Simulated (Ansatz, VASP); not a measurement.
## Te in VASP and in Ansatz

```
CELL_PARAMETERS angstrom
0.00000 3.30955 3.30955
3.30955 0.00000 3.30955
3.30955 3.30955 0.00000
ATOMIC_POSITIONS crystal
Te 0.78500 0.90500 0.90500
Te 0.21500 0.09500 0.09500
```

Change from the starting cell: shortest bond scaled by 0.76, LAPW.

Alike in both runs: task single point; functional PBEsol; k mesh 8 × 8 × 8; occupations fermi-dirac, width 0.05 eV; no spin polarisation.

|  | VASP | Ansatz |
| --- | --- | --- |
| version | VASP 6.6.1 | Ansatz 0.2.0 |
| potentials or method | VASP PAW PBE potentials, release 64 (Te), cutoff 520 eV | all-electron LAPW, scalar-relativistic |

VASP gave:

| Quantity | Value |
| --- | --- |
| pressure (GPa) | 26.4 |
| traceless stress, the component that is largest in VASP (GPa) | -21.69 |
| rms of the force components (eV/Å) | 7.473 |

**Question.** What did Ansatz give for the same quantities?

**Answer.** Pressure (GPa): 25.7; traceless stress, the component that is largest in VASP (GPa): -20.94; rms of the force components (eV/Å): 7.208.

VASP's potentials were made for PBE, not for PBEsol. Atom by atom the forces differ by 0.265 eV/Å (rms over components). Ansatz ran all-electron here, and VASP with PAW potentials.

Spin-orbit coupling is off throughout.
